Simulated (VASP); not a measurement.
SiSn4: single point with PBE

SiSn4:

```xyz
5
Lattice="0.0000 4.1190 4.1190 4.1190 0.0000 4.1190 4.1190 4.1190 0.0000" Properties=species:S:1:pos:R:3 pbc="T T T"
Si    2.0595    2.0595    2.0595
Sn    7.1939    7.1939    7.1939
Sn    5.1631    5.1631    7.1939
Sn    5.1631    7.1939    5.1631
Sn    7.1939    5.1631    5.1631
```

The cell was built from a structure type or drawn by symmetry, and may not be a known phase.

```yaml
Program: VASP 6.6.1
Task: single point
Functional: PBE
Potentials_or_basis: VASP PAW PBE potentials, release 64 (Si, Sn_d)
Cutoff: 520 eV
k_mesh: 4 × 4 × 4
Occupations: gaussian, width 0.1 eV
Spin: no spin polarisation
```

```json
{
  "Pressure": "8.8 GPa",
  "Largest force": "0.733 eV/Å",
  "Band gap on the k mesh": "zero (bands 30 and 31 overlap by 2.23 eV)"
}
```

Forces in eV/Å, atoms in the order of the input:
```
Si   0.000  0.000  0.000
Sn   0.423  0.423  0.423
Sn  -0.423 -0.423  0.423
Sn  -0.423  0.423 -0.423
Sn   0.423 -0.423 -0.423
```

Levels at points of the mesh, in eV from the Fermi level:
| k point | band 27 | band 28 | band 29 | band 30 | band 31 | band 32 | band 33 | band 34 |
| --- | --- | --- | --- | --- | --- | --- | --- | --- |
| (0.00, 0.00, 0.00) | -3.80 | -3.80 | -3.80 | -1.45 | -1.45 | 0.22 | 0.22 | 0.22 |
| (0.50, 0.00, 0.00) | -3.41 | -3.41 | -0.09 | 0.01 | 0.01 | 1.07 | 1.07 | 1.72 |
| (0.50, 0.50, 0.00) | -1.63 | -0.29 | -0.29 | 0.79 | 0.91 | 0.95 | 0.95 | 1.46 |

It took 71 s on 1 thread of Intel(R) Xeon(R) Platinum 8488C (Sapphire Rapids) (shared host), peak memory 0.32 GiB.

Caveat: the cell stands under pressure; spin-orbit coupling is left out, which moves the levels of the heavy elements.
